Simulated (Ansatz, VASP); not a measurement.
Given: the input of a run of VASP 6.6.1 on Ge.

The input INCAR:

```
SYSTEM = Ge
  PREC = Accurate
  ENCUT = 520
  EDIFF = 1E-7
  ISMEAR = 0
  SIGMA = 0.015
  LREAL = .FALSE.
  LASPH = .TRUE.
  NELM = 60
  ALGO = Normal
  ISIF = 2
  LWAVE = .FALSE.
  LCHARG = .FALSE.
  GGA = PE
  NBANDS = 21
```

Contents of KPOINTS:

```
regular mesh
0
G
  11 11 11
  0 0 0
```

Contents of POSCAR:

```
Ge
1.0
   -2.5744897190      2.5744897190      1.3974126432
    2.5744897190     -2.5744897190      1.3974126432
    2.5744897190      2.5744897190     -1.3974126432
Ge
2
Direct
    0.5000000000      0.5000000000      0.0000000000
    0.2500000000      0.7500000000      0.5000000000
```

Potentials or basis: VASP PAW PBE potentials, release 64 (Ge_d).

Launch:

```sh
$ cat potpaw_PBE.64/Ge_d/POTCAR > POTCAR
$ mpirun -np 1 vasp_std > vasp.out
```

Q: Set up the same calculation for Ansatz 0.2.0. Potentials there: all-electron LAPW, scalar-relativistic.

A: As run (the cutoff follows the program's own potentials):

The input input.yaml:

```yaml
crystal:
  lattice:
    - [-2.574489719, 2.574489719, 1.3974126432]
    - [2.574489719, -2.574489719, 1.3974126432]
    - [2.574489719, 2.574489719, -1.3974126432]
  atoms:
    - { symbol: Ge, position: [0.5, 0.5, 0.0] }
    - { symbol: Ge, position: [0.25, 0.75, 0.5] }
kpoints:
  mp_grid: { grid: [11, 11, 11] }
scf:
  occupations: { method: gaussian, width: 0.015 }
hamiltonian:
  xc: pbe
  pseudopotentials: { kind: all_electron, lapw: { basis_error: 0.001 } }
output:
  forces: true
  stress: true
  eigenvalues: true
```

Potentials or basis: all-electron LAPW, scalar-relativistic.

The run is started by

```sh
$ ansatz run input.yaml --threads 1 --pin off --max-ram 3072MiB --backend cpu --events-out ev --progress --plain --runs-dir out
```

Both were run:

|  | VASP | Ansatz | Ansatz less VASP |
| --- | --- | --- | --- |
| gap on the k mesh at the Fermi level (eV) | none | none | - |
| pressure (GPa) | 3.3 | 3.3 | 0.00 |
| traceless stress, the component that is largest in VASP (GPa) | 0.35 | 0.35 | +0.004 |

A gap of «none» marks a metal or a gap that the smearing closes. Ansatz ran all-electron here, and VASP with PAW potentials.
